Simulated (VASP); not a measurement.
A run of VASP 6.6.1 is set up as follows.

POSCAR

```
TePb
1.0
    4.5576131453      0.0000000000      0.0000000000
    2.2788065727      3.9470087645      0.0000000000
    2.2788065727      1.3156695882      3.7212755503
Te Pb
1 1
Direct
    0.5000000000      0.5000000000      0.5000000000
    0.0000000000      0.0000000000      0.0000000000
```

The input INCAR.step1:

```
ALGO = Normal ; EDIFF = 1E-4
ENCUT = 520 ; GGA = PE
ISMEAR = -1 ; LASPH = True
LCHARG = False ; LREAL = False
LWAVE = True ; NBANDS = 17
NELM = 80 ; PREC = Accurate
SIGMA = 0.01
```

File INCAR.step2:

```
ALGO = Normal ; EDIFF = 1E-6
ENCUT = 520 ; ISIF = 2
ISMEAR = -1 ; ISTART = 1
LASPH = True ; LCHARG = False
LMIXTAU = True ; LREAL = False
LWAVE = False ; METAGGA = R2SCAN
NBANDS = 17 ; NELM = 80
PREC = Accurate ; SIGMA = 0.01
```

File KPOINTS:

```
k-points
0
Gamma
  4 4 4
```

Potentials or basis: VASP PAW PBE potentials, release 64 (Te, Pb_d).

The run is started by

```console
$ cat potpaw_PBE.64/Te/POTCAR potpaw_PBE.64/Pb_d/POTCAR > POTCAR
$ cp INCAR.step1 INCAR
$ mpirun -np 1 vasp_std > vasp.out
$ cp INCAR.step2 INCAR
$ mpirun -np 1 vasp_std > vasp.out
```

(1) Estimate the band gap on the k mesh.

(2) Estimate the pressure.

Results:

(1) 1.00 eV.

(2) 2.0 GPa.

Caveat: the k points lie up to 0.42 Å⁻¹ apart; the PAW data sets were made with another functional, which shifts forces and pressure a little; spin-orbit coupling is left out, which moves the levels of the heavy elements.
